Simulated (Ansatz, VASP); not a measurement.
## Two plane-wave programs on AlAs3

```xyz
8
Lattice="5.4308 0.0000 0.0000 0.0000 5.4308 0.0000 0.0000 0.0000 5.4308" Properties=species:S:1:pos:R:3 pbc="T T T"
Al    2.7154    2.7154    2.7154
Al    0.0000    0.0000    0.0000
As    2.7154    1.3577    0.0000
As    2.7154    4.0731    0.0000
As    1.3577    0.0000    2.7154
As    4.0731    0.0000    2.7154
As    0.0000    2.7154    1.3577
As    0.0000    2.7154    4.0731
```

Change from the starting cell: species swapped into the Mo3Ir type (Pm-3n, No. 223).

Alike in both runs: task relaxation of cell and atoms; functional PBE; k mesh 8 × 8 × 8; occupations gaussian, width 0.1 eV; no spin polarisation.

|  | VASP | Ansatz |
| --- | --- | --- |
| version | VASP 6.6.1 | Ansatz 0.2.0 |
| potentials or method | VASP PAW PBE potentials, release 64 (Al, As), cutoff 600 eV | scalar-relativistic, plane waves, PAW |
| valence electrons in the cell | 36 | 96 |

Ansatz gave:

| Property | Result |
| --- | --- |
| gap on the k mesh at the Fermi level, each at its own relaxed structure (eV) | none |
| relaxed volume (Å³/atom) | 18.85 |
| relaxed cell length with the largest relative difference (Å) | 5.323 |

Problem. Estimate VASP's values.

Solution. gap on the k mesh at the Fermi level, each at its own relaxed structure (eV): none; relaxed volume (Å³/atom): 18.87; relaxed cell length with the largest relative difference (Å): 5.324.

A gap of «none» marks a metal or a gap that the smearing closes. VASP's potentials hold 36 valence electrons a cell and Ansatz's 96, so a difference there can come from the potentials and not from the codes.
